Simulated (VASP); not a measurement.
# Nb: single point with PBE

Crystal: Nb.

```
CELL_PARAMETERS angstrom
-1.65562 1.65562 1.65562
1.65562 -1.65562 1.65562
1.65562 1.65562 -1.65562
ATOMIC_POSITIONS crystal
Nb 0.00000 0.00000 0.00000
```

| Quantity | Value |
| --- | --- |
| Program | VASP 6.6.1 |
| Task | single point |
| Functional | PBE |
| Potentials or basis | VASP PAW PBE potentials, release 64 (Nb_sv) |
| Cutoff | 520 eV |
| k mesh | 18 × 18 × 18 |
| Occupations | gaussian, width 0.1 eV |
| Spin | no spin polarisation |

The pressure is -0.3 GPa.

Levels at points of the mesh, in eV from the Fermi level:
```tsv
k point	band 4	band 5	band 6	band 7	band 8	band 9
(0.00, 0.00, 0.00)	-29.68	-5.91	0.39	0.39	0.39	3.27
(0.50, 0.00, 0.00)	-29.69	-3.67	-1.62	2.26	3.30	3.97
(0.50, 0.50, 0.50)	-30.58	-3.66	-3.66	5.57	5.57	5.57
```

It took 110 s on 1 thread of AMD EPYC 7R13, with other jobs on the host, peak memory 0.14 GiB.
